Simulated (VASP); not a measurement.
Write the native input for VASP 6.6.1 that does the following.

```yaml
Task: single point
Functional: PBE
Potentials_or_basis: VASP PAW PBE potentials, release 64 (Mg, O)
Cutoff: 600 eV
k_mesh: 10 × 10 × 10
Occupations: gaussian, width 0.02 eV
Spin: no spin polarisation
Dipole_correction: no
Further_INCAR_settings: ALGO = Normal; EDIFF = 1e-06; NBANDS = 11
```

The structure of MgO (w.b) lies in POSCAR:

```
MgO
1.0
    0.0000000000      2.1272184857      2.1272184857
    2.1272184857      0.0000000000      2.1272184857
    2.1272184857      2.1272184857      0.0000000000
Mg O
1 1
Direct
    0.0000000000      0.0000000000      0.0000000000
    0.5000000000      0.5000000000      0.5000000000
```

One way to write it, as run:

INCAR

```
SYSTEM = MgO
  PREC = Accurate
  ENCUT = 600
  EDIFF = 1E-6
  ISMEAR = 0
  SIGMA = 0.02
  LREAL = .False.
  LASPH = .True.
  NELM = 120
  ALGO = Normal
  ISIF = 2
  LWAVE = .False.
  LCHARG = .True.
  GGA = PE
  LELF = .True.
  LVHAR = .True.
  NBANDS = 11
  GGA_COMPAT = .False.
```

KPOINTS

```
Automatic mesh
0
Gamma
  10 10 10
  0 0 0
```

Potentials or basis: VASP PAW PBE potentials, release 64 (Mg, O).

Command:

```console
$ cat potpaw_PBE.64/Mg/POTCAR potpaw_PBE.64/O/POTCAR > POTCAR
$ mpirun -np 1 vasp_std > vasp.out
```

It gave:

```json
{"Pressure": "-1.1 GPa", "Band gap on the k mesh": "4.44 eV, direct"}
```

Run time: 16 s on 1 thread of AMD EPYC 7R43 64-Core Processor (Zen 3) (shared host), peak memory 0.11 GiB.
